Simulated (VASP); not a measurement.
Wanted: the native input for a VASP 6.6.1 run.

| Property | Result |
| --- | --- |
| Task | single point |
| Functional | LDA |
| Potentials or basis | VASP PAW LDA potentials, release 64 (Sn_d) |
| Cutoff | 520 eV |
| k mesh | 4 × 4 × 4 |
| Occupations | methfessel-paxton, width 0.05 eV |
| Spin | no spin polarisation |
| Dipole correction | no |
| Further INCAR settings | ALGO = Normal; EDIFF = 1e-07; NBANDS = 13 |

The structure of Sn lies in POSCAR:

```
Sn
1.0
   -1.7265400000      1.7755500000      2.3383400000
    1.7265400000     -1.7755500000      2.3383400000
    1.7265400000      1.7755500000     -2.3383400000
Sn
1
Direct
    0.0000000000      0.0000000000      0.0000000000
```

The input as run:

INCAR

```
SYSTEM = Sn
PREC = Accurate
ENCUT = 520
EDIFF = 1E-7
ISMEAR = 1
SIGMA = 0.05
LREAL = .False.
LASPH = .True.
NELM = 80
ALGO = Normal
ISIF = 2
LWAVE = .False.
LCHARG = .False.
NBANDS = 13
```

KPOINTS

```
regular mesh
0
Gamma
  4 4 4
  0 0 0
```

Potentials or basis: VASP PAW LDA potentials, release 64 (Sn_d).

Launch:

```console
$ cat potpaw_LDA.64/Sn_d/POTCAR > POTCAR
$ mpirun -np 1 vasp_std > vasp.out
```

Results of the run:

```json
{
  "Pressure": "-4.6 GPa",
  "Band gap on the k mesh": "zero (band 7 reaches 14.15 eV, above the bottom of band 8 at 5.73 eV)"
}
```

Caveat: the k points lie up to 0.63 Å⁻¹ apart; spin-orbit coupling is left out, which moves the levels of the heavy elements.

Wall time 6.1 s on 1 thread of Intel Xeon 8259CL, on a shared host, peak memory 0.14 GiB.
